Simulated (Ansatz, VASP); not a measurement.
Mo in VASP and in Ansatz

INCAR

```
PREC = Accurate
ENCUT = 520
EDIFF = 1E-6
ISMEAR = 0
SIGMA = 0.15
LREAL = F
LASPH = T
NELM = 80
ALGO = Fast
ISIF = 2
LWAVE = F
LCHARG = F
GGA = PE
NBANDS = 13
```

File KPOINTS:

```
Automatic mesh
0
Gamma
  22 22 22
```

POSCAR

```
Mo
1.0
   -1.5710000000      1.6534775000      1.5710000000
    1.5710000000     -1.6534775000      1.5710000000
    1.5710000000      1.6534775000     -1.5710000000
Mo
1
Direct
    0.0000000000      0.0000000000      0.0000000000
```

Input for Ansatz:

```yaml
crystal:
  lattice:
    - [-1.571, 1.6534775, 1.571]
    - [1.571, -1.6534775, 1.571]
    - [1.571, 1.6534775, -1.571]
  atoms:
    - { symbol: Mo, position: [0.0, 0.0, 0.0] }
basis:
  ecutwfc: 420
kpoints:
  mp_grid: { grid: [22, 22, 22] }
hamiltonian:
  xc: pbe
scf:
  occupations: { method: gaussian, width: 0.15 }
output:
  forces: true
  stress: true
  eigenvalues: true
```

Change from the starting cell: strain +0.0525 x Voigt [0, 1, 0, 0, 0, 0], atoms carried along.

Alike in both runs: task single point; functional PBE; k mesh 22 × 22 × 22; occupations gaussian, width 0.15 eV; no spin polarisation.

```csv
,VASP,Ansatz
version,VASP 6.6.1,Ansatz 0.2.0
potentials or method,"VASP PAW PBE potentials, release 64 (Mo_sv), cutoff 520 eV","scalar-relativistic, plane waves, PAW"
valence electrons in the cell,14,14
```

|  | VASP | Ansatz | Ansatz less VASP |
| --- | --- | --- | --- |
| gap on the k mesh at the Fermi level (eV) | none | none | - |
| pressure (GPa) | -7.2 | -7.7 | -0.49 |
| traceless stress, the component that is largest in VASP (GPa) | -8.94 | -8.95 | -0.007 |

A gap of «none» marks a metal or a gap that the smearing closes. The functional is the same, so the differences come from potentials, cutoffs and numerics.
